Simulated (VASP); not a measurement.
A run of VASP 6.6.1 is set up as follows.

File INCAR:

```
SYSTEM = Ir3O
ALGO = Normal
DIPOL = 0.5 0.5 0.346
EDIFF = 1E-6
ENCUT = 520
GGA = PE
IDIPOL = 3
ISIF = 2
ISMEAR = 0
LASPH = .True.
LCHARG = .False.
LDIPOL = .True.
LREAL = .False.
LWAVE = .False.
NBANDS = 24
NELM = 80
PREC = Accurate
SIGMA = 0.1
```

KPOINTS

```
k-points
0
Gamma
  10 10 1
  0 0 0
```

The input POSCAR:

```
Ir3O
1.0
    2.7367600872      0.0000000000      0.0000000000
    0.0000000000      2.7367600872      0.0000000000
    0.0000000000      0.0000000000     19.1883373425
Ir O
3 1
Direct
    0.5000000000      0.5000000000      0.2084599582
    0.0000000000      0.0000000000      0.3045662601
    0.5000000000      0.5000000000      0.4006776202
    0.8333333333      0.8333333333      0.4701653775
```

Potentials or basis: VASP PAW PBE potentials, release 64 (Ir, O).

The run is started by

```bash
$ cat potpaw_PBE.64/Ir/POTCAR potpaw_PBE.64/O/POTCAR > POTCAR
$ mpirun -np 1 vasp_std > vasp.out
```

**Question.** Estimate the largest force.

**Answer.** 1.335 eV/Å.

**Question.** What does it give for the band gap on the k mesh?

**Answer.** Zero (an odd number of electrons rules out a gap without spin polarisation).

Forces in eV/Å, atoms in the order of the input:
```
Ir  -0.180 -0.180 -0.121
Ir  -0.128 -0.128 -1.230
Ir  -0.575 -0.575  1.059
O    0.884  0.884  0.293
```

Caveat: spin-orbit coupling is left out, which moves the levels of the heavy elements; an odd number of electrons without spin polarisation forces a metal; a magnetic or distorted state may lie lower.
